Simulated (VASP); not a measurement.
Wanted: the native input for a VASP 6.6.1 run.

```
Task                   : single point
Functional             : PBE
Potentials or basis    : VASP PAW PBE potentials, release 64 (Cu, I)
Cutoff                 : 520 eV
k mesh                 : 6 × 6 × 6
Occupations            : gaussian, width 0.01 eV
Spin                   : no spin polarisation
Dipole correction      : no
Further INCAR settings : ALGO = Normal; EDIFF = 1e-06; NBANDS = 16
```

The structure of CuI (Marshite) lies in POSCAR:

```
CuI
1.0
    0.0000000000      3.0315000000      3.0315000000
    3.0315000000      0.0000000000      3.0315000000
    3.0315000000      3.0315000000      0.0000000000
Cu I
1 1
Direct
    0.2500000000      0.2500000000      0.2500000000
    0.0000000000      0.0000000000      0.0000000000
```

The input as run:

INCAR

```
SYSTEM = CuI
ALGO = Normal ; EDIFF = 1E-6
ENCUT = 520 ; GGA = PE
ISIF = 2 ; ISMEAR = 0
LASPH = .True. ; LCHARG = .False.
LREAL = .False. ; LWAVE = .False.
NBANDS = 16 ; NELM = 80
PREC = Accurate ; SIGMA = 0.01
```

KPOINTS

```
k-points
0
Gamma
  6 6 6
  0 0 0
```

Potentials or basis: VASP PAW PBE potentials, release 64 (Cu, I).

Launch:

```bash
$ cat potpaw_PBE.64/Cu/POTCAR potpaw_PBE.64/I/POTCAR > POTCAR
$ mpirun -np 1 vasp_std > vasp.out
```

It gave:

```
Pressure               : 0.3 GPa
Band gap on the k mesh : 1.14 eV, direct
```

Caveat: spin-orbit coupling is left out, which moves the levels of the heavy elements.

It took 8 s on 1 thread of Intel(R) Xeon(R) 6975P-C (Granite Rapids), on a shared host, peak memory 0.17 GiB.
